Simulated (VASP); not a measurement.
Wanted: the native input for a VASP 6.6.1 run.

| Property | Result |
| --- | --- |
| Task | single point |
| Functional | PBE |
| Potentials or basis | VASP PAW PBE potentials, release 64 (Cu) |
| Cutoff | 520 eV |
| k mesh | 4 × 4 × 4 |
| Occupations | gaussian, width 0.1 eV |
| Spin | no spin polarisation |
| Dipole correction | no |
| Further INCAR settings | ALGO = Normal; EDIFF = 1e-06; NBANDS = 42 |

The structure of Cu lies in POSCAR:

```
Cu
1.0
    4.5220996696      0.0000000000      0.0091715686
    0.0000000000      4.2385390545      0.0000000000
   -2.0193388465      0.0000000000      3.7644639354
Cu
6
Direct
    0.0000000000      0.0000000000      0.0000000000
    0.0000000000      0.5000000000      0.5000000000
    0.3329287404      0.4999974595      0.1661711342
    0.6670712596      0.9999974595      0.3338288658
    0.6670712596      0.5000025405      0.8338288658
    0.3329287404      0.0000025405      0.6661711342
```

One way to write it, as run:

INCAR

```
SYSTEM = Cu
PREC     = Accurate       ! precision mode
ENCUT    = 520            ! plane-wave cutoff, eV
EDIFF    = 1E-6           ! SCF threshold, eV
ISMEAR   = 0              ! smearing method
SIGMA    = 0.1            ! smearing width, eV
LREAL    = .FALSE.        ! projectors in reciprocal space
LASPH    = .TRUE.         ! aspherical terms in the spheres
NELM     = 100            ! most SCF steps
ALGO     = Normal         ! electronic algorithm
ISIF     = 2              ! what is computed and relaxed
LWAVE    = .FALSE.        ! write WAVECAR
LCHARG   = .TRUE.         ! write CHGCAR
GGA      = PE             ! functional
LELF     = .TRUE.         ! ELF
LVHAR    = .TRUE.       
NBANDS   = 42             ! bands
```

KPOINTS

```
Automatic mesh
0
G
  4 4 4
  0 0 0
```

Potentials or basis: VASP PAW PBE potentials, release 64 (Cu).

The run is started by

```sh
$ cat potpaw_PBE.64/Cu/POTCAR > POTCAR
$ mpirun -np 1 vasp_std > vasp.out
```

Results of the run:

* Pressure: 0.7 GPa
* Largest force: 0.021 eV/Å
* Band gap on the k mesh: zero (band 33 reaches 11.38 eV, above the bottom of band 34 at 5.99 eV)

Caveat: the k points lie up to 0.42 Å⁻¹ apart.

Run time: 51 s on 1 thread of Intel(R) Xeon(R) 6975P-C (Granite Rapids), on a shared host, peak memory 0.2 GiB.
